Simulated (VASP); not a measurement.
# SrHgI3 (P6_3/mmc) in VASP: notebook

Runs on SrHgI3. Level: PBE. Tasks: single point.

Everything below comes from runs of VASP 6.6.1. Logs are shortened: lines on timing, memory, paths and dates and some standing lists are left out, and cuts for length are marked.

### Step 1. The cell of the first run

It takes space group P6_3/mmc (No. 194, hexagonal). Conventional cell: a = 9.831 Å, b = 9.831 Å, c = 5.170 Å, α = 90.00°, β = 90.00°, γ = 120.00°. Sr (site symmetry -6m2) has 6 I at 3.44 Å within 4.5 Å. Within 3.4 Å of Hg (site symmetry -3m) lie 2 Hg at 2.59 Å. I (site symmetry mm2) has 2 Sr at 3.44 Å and 2 Hg at 3.65 Å and 6 I at 3.93 to 4.28 Å within 4.5 Å.

### Step 2. Single point, PBE

The input, INCAR:

```
SYSTEM = SrHgI3
  PREC = Accurate
  ENCUT = 520
  EDIFF = 1E-7
  ISMEAR = 0
  SIGMA = 0.1
  LREAL = .FALSE.
  LASPH = .TRUE.
  NELM = 100
  ALGO = Normal
  ISIF = 2
  LWAVE = .FALSE.
  LCHARG = .FALSE.
  GGA = PE
  NBANDS = 54
```

The input, KPOINTS:

```
regular mesh
0
G
  6 6 8
  0 0 0
```

The input, POSCAR:

```
SrHgI3
1.0
    9.8313329532      0.0000000000      0.0000000000
   -4.9156664766      8.5141840905      0.0000000000
    0.0000000000      0.0000000000      5.1700211773
Sr Hg I
2 2 6
Direct
    0.3333333333      0.6666666667      0.7500000000
    0.6666666667      0.3333333333      0.2500000000
    0.0000000000      0.0000000000      0.0000000000
    0.0000000000      0.0000000000      0.5000000000
    0.7998268941      0.5996537882      0.7500000000
    0.4003462118      0.2001731059      0.7500000000
    0.7998268941      0.2001731059      0.7500000000
    0.2001731059      0.4003462118      0.2500000000
    0.5996537882      0.7998268941      0.2500000000
    0.2001731059      0.7998268941      0.2500000000
```

Potentials or basis: VASP PAW PBE potentials, release 64 (Sr_sv, Hg, I).

Launch:

```
> cat potpaw_PBE.64/Sr_sv/POTCAR potpaw_PBE.64/Hg/POTCAR potpaw_PBE.64/I/POTCAR > POTCAR
> mpirun -np 1 vasp_std > vasp.out
```

OUTCAR:

```text
SYSTEM = SrHgI3
   PREC = Accurate
   ENCUT = 520
   EDIFF = 1E-7
   ISMEAR = 0
   LREAL = .FALSE.
   LASPH = .TRUE.
   NELM = 100
   ISIF = 2
   GGA = PE

 ion  position               nearest neighbor table
   1  0.333  0.667  0.750-  10 3.44  10 3.44   8 3.44   8 3.44   9 3.44   9 3.44
   2  0.667  0.333  0.250-   7 3.44   7 3.44   5 3.44   5 3.44   6 3.44   6 3.44
   3  0.000  0.000  0.000-   4 2.59   4 2.59   8 3.65   5 3.65   6 3.65   9 3.65  10 3.65   7 3.65

   4  0.000  0.000  0.500-   3 2.59   3 2.59   8 3.65   5 3.65   6 3.65   9 3.65  10 3.65   7 3.65

   5  0.800  0.600  0.750-   2 3.44   2 3.44   4 3.65   3 3.65
   6  0.400  0.200  0.750-   2 3.44   2 3.44   4 3.65   3 3.65
   7  0.800  0.200  0.750-   2 3.44   2 3.44   4 3.65   3 3.65
   8  0.200  0.400  0.250-   1 3.44   1 3.44   4 3.65   3 3.65
   9  0.600  0.800  0.250-   1 3.44   1 3.44   4 3.65   3 3.65
  10  0.200  0.800  0.250-   1 3.44   1 3.44   4 3.65   3 3.65

  LATTYP: Found a hexagonal cell.
 ALAT       =     9.8313329532
 C/A-ratio  =     0.5258718428

  Lattice vectors:

 A1 = (   9.8313329532,   0.0000000000,   0.0000000000)
 A2 = (  -4.9156664766,   8.5141840905,   0.0000000000)
 A3 = (   0.0000000000,   0.0000000000,   5.1700211773)

Analysis of symmetry for initial positions (statically):
=====================================================================
 Subroutine PRICEL returns:
 Original cell was already a primitive cell.

 Routine SETGRP: Setting up the symmetry group for a
 hexagonal supercell.

 Subroutine GETGRP returns: Found 24 space group operations
 (whereof 12 operations were pure point group operations)
 out of a pool of 24 trial point group operations.

The static configuration has the point symmetry D_3d.
 The point group associated with its full space group is D_6h.

Analysis of symmetry for dynamics (positions and initial velocities):
=====================================================================
 Subroutine PRICEL returns:
 Original cell was already a primitive cell.

 Routine SETGRP: Setting up the symmetry group for a
 hexagonal supercell.

 Subroutine GETGRP returns: Found 24 space group operations
 (whereof 12 operations were pure point group operations)
 out of a pool of 24 trial point group operations.

The dynamic configuration has the point symmetry D_3d.
 The point group associated with its full space group is D_6h.

 Subroutine INISYM returns: Found 24 space group operations
 (whereof 12 operations are pure point group operations),
 and found     1 'primitive' translations

----------------------------------------------------------------------------------------

                                     Primitive cell

  volume of cell :     432.7606

  direct lattice vectors                    reciprocal lattice vectors
     9.831332953  0.000000000  0.000000000     0.101715607  0.058725533  0.000000000
    -4.915666477  8.514184091  0.000000000     0.000000000  0.117451066  0.000000000
     0.000000000  0.000000000  5.170021177     0.000000000  0.000000000  0.193422805

  length of vectors
     9.831332953  9.831332953  5.170021177     0.117451066  0.117451066  0.193422805

  position of ions in fractional coordinates (direct lattice)
     0.333333333  0.666666667  0.750000000
     0.666666667  0.333333333  0.250000000
     0.000000000  0.000000000  0.000000000
     0.000000000  0.000000000  0.500000000
     0.799826894  0.599653788  0.750000000
     0.400346212  0.200173106  0.750000000
     0.799826894  0.200173106  0.750000000
     0.200173106  0.400346212  0.250000000
     0.599653788  0.799826894  0.250000000
     0.200173106  0.799826894  0.250000000

  ion indices of the primitive-cell ions
   primitive index   ion index
                 1           1
                 2           2
                 3           3
                 4           4
                 5           5
                 6           6
                 7           7
                 8           8
                 9           9
                10          10

----------------------------------------------------------------------------------------

 KPOINTS: regular mesh

Automatic generation of k-mesh.
 Grid dimensions read from file:
 generate k-points for:    6    6    8

 Generating k-lattice:

  Cartesian coordinates                     Fractional coordinates (reciprocal lattice)
     0.016952601  0.009787589  0.000000000     0.166666667 -0.000000000  0.000000000
     0.000000000  0.019575178  0.000000000     0.000000000  0.166666667  0.000000000
     0.000000000  0.000000000  0.024177851     0.000000000  0.000000000  0.125000000

  Length of vectors
     0.019575178  0.019575178  0.024177851

  Shift w.r.t. Gamma in fractional coordinates (k-lattice)
     0.000000000  0.000000000  0.000000000

 Subroutine IBZKPT returns following result:
 ===========================================

 Found     35 irreducible k-points:

 Following reciprocal coordinates:
            Coordinates               Weight
  0.000000  0.000000  0.000000      1.000000
  0.166667  0.000000  0.000000      6.000000
  0.333333  0.000000  0.000000      6.000000
  0.500000  0.000000  0.000000      3.000000
  0.166667  0.166667  0.000000      6.000000
  0.333333  0.166667  0.000000     12.000000
[... 16 lines left out ...]
  0.166667  0.000000  0.375000     12.000000
  0.333333  0.000000  0.375000     12.000000
 [... further k-points ...]
   k-points           NKPTS =     35   k-points in BZ     NKDIM =     35   number of bands    NBANDS=     54
   number of dos      NEDOS =    301   number of ions     NIONS =     10
   total plane-waves  NPLWV = 256000
   dimension x,y,z NGX =    80 NGY =   80 NGZ =   40
   dimension x,y,z NGXF=   160 NGYF=  160 NGZF=   80
   ions per type =               2   2   6
   NGX,Y,Z   is equivalent  to a cutoff of  13.53, 13.53, 12.86 a.u.
   NGXF,Y,Z  is equivalent  to a cutoff of  27.06, 27.06, 25.72 a.u.
 SYSTEM =  SrHgI3
   PREC   = accura    normal or accurate (medium, high low for compatibility)
   ISTART =      0    job   : 0-new  1-cont  2-samecut
   ICHARG =      2    charge: 1-file 2-atom 10-const
   ISPIN  =      1    spin polarized calculation?
   LNONCOLLINEAR =      F non collinear calculations
   LSORBIT =      F    spin-orbit coupling
   LASPH  =      T    aspherical Exc in radial PAW
   ENCUT  =  520.0 eV  38.22 Ry    6.18 a.u.  18.28 18.28  9.61*2*pi/ulx,y,z
   NELM   =    100;   NELMIN=  2; NELMDL= -5     # of ELM steps
   EDIFF  = 0.1E-06   stopping-criterion for ELM
   LREAL  =      F    real-space projection
   EDIFFG = 0.1E-05   stopping-criterion for IOM
   NSW    =      0    number of steps for IOM
   IBRION =     -1    ionic relax: 0-MD 1-quasi-New 2-CG
   NFREE  =      0    steps in history (QN), initial steepest desc. (CG)
   ISIF   =      2    stress and relaxation
   ISYM   =      2    0-nonsym 1-usesym 2-fastsym
   POTIM  = 0.5000    time-step for ionic-motion
   TEBEG  =    0.0;   TEEND  =   0.0 temperature during run
   PSTRESS=    0.0 pullay stress
   NELECT =      86.0000    total number of electrons
   NUPDOWN=      -1.0000    fix difference up-down
   EMIN   =  10.00;   EMAX   =-10.00  energy-range for DOS
   EFERMI =   0.00;   METHOD = LEGACY
   ISMEAR =     0;   SIGMA  =   0.10  broadening in eV -4-tet -1-fermi 0-gaus
   EFERMI_NEDOS =   21; number of points for ismear=-14 and -15
   IALGO  =     38    algorithm
   IMIX   =      4    mixing-type and parameters
     AMIX     =   0.40;   BMIX     =  1.00
     AMIX_MAG =   1.60;   BMIX_MAG =  1.00
  volume/ion in A,a.u.               =      43.28       292.04
  Fermi-wavevector in a.u.,A,eV,Ry     =   0.955341  1.805333 12.417715  0.912676
  Thomas-Fermi vector in A             =   2.084170
   LORBIT       =      0    0 simple, 1 ext, 2 COOP (PROOUT), +10 PAW based schemes
   GGA     = PE    functional components
   LHFCALC =     F    Hartree Fock is set to
   AEXX    =    0.0000 exact exchange contribution
   IVDW    =     0    specifies the selected vdW correction
   LEPSILON=     F    determine dielectric tensor
   LRPA    =     F    only Hartree local field effects (RPA)
 non-spin polarized calculation
 Gauss-broadening in eV      SIGMA  =   0.10
  energy-cutoff  :      520.00
  volume of cell :      432.76
 maximum number of plane-waves:     11701
 NGX is ok and might be reduce to    80
   NGX = 37   NGY = 37   NGZ = 19

 number of electron      85.9999988 magnetization

 Free energy of the ion-electron system (eV)
  ---------------------------------------------------
  ext. energy  EPLUGINS =         0.00000000
  ---------------------------------------------------
  free energy    TOTEN  =       -21.63478872 eV

  energy without entropy =      -21.58797790  energy(sigma->0) =      -21.61138331

 E-fermi :   1.2226     XC(G=0):  -7.8017

 val. band max:        1.2198463261   @ k =   0.0000   0.0000   0.2500
 cond. band min:       1.2285015196   @ k =   0.3333   0.3333   0.5000
 fundamental gap:      0.0086551934
 Fermi energy:         1.2226029260

 k-point     1 :       0.0000    0.0000    0.0000
  band No.  band energies     occupation
      1     -34.0044      2.00000
      2     -34.0044      2.00000
      3     -15.9983      2.00000
      4     -15.9983      2.00000
      5     -15.9972      2.00000
      6     -15.9972      2.00000
[... 46 lines left out ...]
     53       6.0805      0.00000
     54       6.0855      0.00000

 k-point     2 :       0.1667    0.0000    0.0000
  band No.  band energies     occupation
      1     -34.0044      2.00000
      2     -34.0043      2.00000
      3     -15.9984      2.00000
      4     -15.9983      2.00000
      5     -15.9972      2.00000
      6     -15.9971      2.00000
[... 46 lines left out ...]
     53       6.0587      0.00000
     54       6.0809      0.00000
[... 1195 lines left out ...]
     53       5.9634      0.00000
     54       6.5648      0.00000

 k-point    24 :       0.3333    0.0000    0.3750
  band No.  band energies     occupation
      1     -34.0040      2.00000
      2     -34.0040      2.00000
      3     -15.9918      2.00000
      4     -15.9917      2.00000
      5     -15.9913      2.00000
      6     -15.9912      2.00000
[... 46 lines left out ...]
     53       5.9142      0.00000
     54       6.5617      0.00000

 [... further k-points ...]
[... 5 lines left out ...]
  --------------------------------------------------------------------------------------
  -------------------------------------------------------------------------------------
  Total       -0.0185983     -0.0185983      0.8141083      0.0000000      0.0000000     -0.0000000
  in kB       -0.0688550     -0.0688550      3.0140121      0.0000000      0.0000000     -0.0000000
  external PRESSURE =       0.9587673 kB  Pullay stress =       0.0000000 kB

 VOLUME and BASIS-vectors are now :
 -----------------------------------------------------------------------------
  energy-cutoff  :      520.00
  volume of cell :      432.76
      direct lattice vectors                 reciprocal lattice vectors
     9.831332953  0.000000000  0.000000000     0.101715607  0.058725533  0.000000000
    -4.915666477  8.514184091  0.000000000     0.000000000  0.117451066  0.000000000
     0.000000000  0.000000000  5.170021177     0.000000000  0.000000000  0.193422805

 POSITION                                       TOTAL-FORCE (eV/Angst)
 -----------------------------------------------------------------------------------
     -0.00000      5.67612      3.87752         0.000000      0.000000     -0.000000
      4.91567      2.83806      1.29251         0.000000      0.000000      0.000000
      0.00000      0.00000      0.00000         0.000000      0.000000      0.000000
      0.00000      0.00000      2.58501         0.000000      0.000000      0.000000
      4.91567      5.10556      3.87752         0.000000     -0.004369      0.000000
      2.95195      1.70431      3.87752         0.003783      0.002184     -0.000000
      6.87938      1.70431      3.87752        -0.003783      0.002184     -0.000000
      0.00000      3.40862      1.29251         0.000000      0.004369     -0.000000
      1.96371      6.80987      1.29251        -0.003783     -0.002184      0.000000
     -1.96371      6.80987      1.29251         0.003783     -0.002184      0.000000
 -----------------------------------------------------------------------------------
    total drift:                               -0.000000     -0.000000     -0.000000

  FREE ENERGIE OF THE ION-ELECTRON SYSTEM (eV)
  ---------------------------------------------------
  free  energy   TOTEN  =       -21.6347887245 eV

  energy  without entropy=      -21.5879778996  energy(sigma->0) =      -21.61138331
```

Run time: 12 min. Hardware: 1 thread of Intel Xeon 6975P-C (Granite Rapids), shared host; peak memory 1 GiB.

What came out:

```yaml
Free_energy: -21.6348 eV
Pressure: 0.1 GPa
Largest_force: 0.004 eV/Å
Band_gap_on_the_k_mesh: zero (band 43 reaches 1.45 eV, above the bottom of band 44 at 0.70 eV)
```

Forces in eV/Å, atoms in the order of the input:
```
Sr   0.000  0.000  0.000
Sr   0.000  0.000  0.000
Hg   0.000  0.000  0.000
Hg   0.000  0.000  0.000
I    0.000 -0.004  0.000
I    0.004  0.002  0.000
I   -0.004  0.002  0.000
I    0.000  0.004  0.000
I   -0.004 -0.002  0.000
I    0.004 -0.002  0.000
```

Stress tensor (GPa, compression positive):
```
-0.01  0.00  0.00
 0.00 -0.01  0.00
 0.00  0.00  0.30
```

Levels at points of the mesh, in eV from the Fermi level:
| k point | band 39 | band 40 | band 41 | band 42 | band 43 | band 44 | band 45 | band 46 | band 47 | band 48 |
| --- | --- | --- | --- | --- | --- | --- | --- | --- | --- | --- |
| (0.00, 0.00, 0.00) | -0.55 | -0.55 | -0.41 | -0.41 | 0.23 | 2.13 | 2.91 | 2.95 | 3.53 | 3.77 |
| (0.50, 0.00, 0.00) | -0.65 | -0.52 | -0.23 | -0.08 | -0.06 | 2.43 | 2.90 | 3.17 | 3.45 | 3.54 |
| (0.00, 0.00, 0.50) | -0.61 | -0.61 | -0.61 | -0.61 | -0.52 | -0.52 | 4.41 | 4.41 | 4.41 | 4.41 |
| (0.50, 0.00, 0.50) | -0.65 | -0.65 | -0.19 | -0.19 | -0.01 | -0.01 | 4.15 | 4.15 | 4.20 | 4.20 |

Caveat: spin-orbit coupling is left out, which moves the levels of the heavy elements.

[end of part 1 of 2]
